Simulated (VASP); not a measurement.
Wanted: the native input for a VASP 6.6.1 run.

```
Task                   : single point
Functional             : LDA
Potentials or basis    : VASP PAW PBE potentials, release 64 (Lu)
Cutoff                 : 520 eV
k mesh                 : 11 × 11 × 11
Occupations            : fermi-dirac, width 0.136057 eV
Spin                   : no spin polarisation
Dipole correction      : no
Further INCAR settings : ALGO = Normal; EDIFF = 1e-06; NBANDS = 18
```

The structure of Lu lies in POSCAR:

```
Lu
1.0
    3.0479337434      0.0000000000      0.0000000000
    0.0000000000      3.0479337434      0.0000000000
    0.0000000000      0.0000000000      3.0479337434
Lu
1
Direct
    0.0000000000      0.0000000000      0.0000000000
```

These files were run (other wordings do the same):

INCAR

```
SYSTEM = Lu
PREC     = Accurate       ! precision mode
ENCUT    = 520            ! plane-wave cutoff, eV
EDIFF    = 1E-6           ! SCF threshold, eV
ISMEAR   = -1             ! smearing method
SIGMA    = 0.13605693000000002 ! smearing width, eV
LREAL    = .FALSE.        ! projectors in reciprocal space
LASPH    = .TRUE.         ! aspherical terms in the spheres
NELM     = 100            ! most SCF steps
ALGO     = Normal         ! electronic algorithm
ISIF     = 2              ! what is computed and relaxed
LWAVE    = .FALSE.        ! write WAVECAR
LCHARG   = .FALSE.        ! write CHGCAR
GGA      = CA             ! functional
NBANDS   = 18             ! bands
```

KPOINTS

```
Automatic mesh
0
G
  11 11 11
  0 0 0
```

Potentials or basis: VASP PAW PBE potentials, release 64 (Lu).

The run is started by

```sh
$ cat potpaw_PBE.64/Lu/POTCAR > POTCAR
$ mpirun -np 1 vasp_std > vasp.out
```

Results of the run:

```
Pressure : 0.2 GPa
```

Caveat: the PAW data sets were made with another functional, which shifts forces and pressure a little.

Run time: 27 s on 1 thread of Intel(R) Xeon(R) Platinum 8375C CPU @ 2.90GHz (Ice Lake) (shared host), peak memory 0.15 GiB.
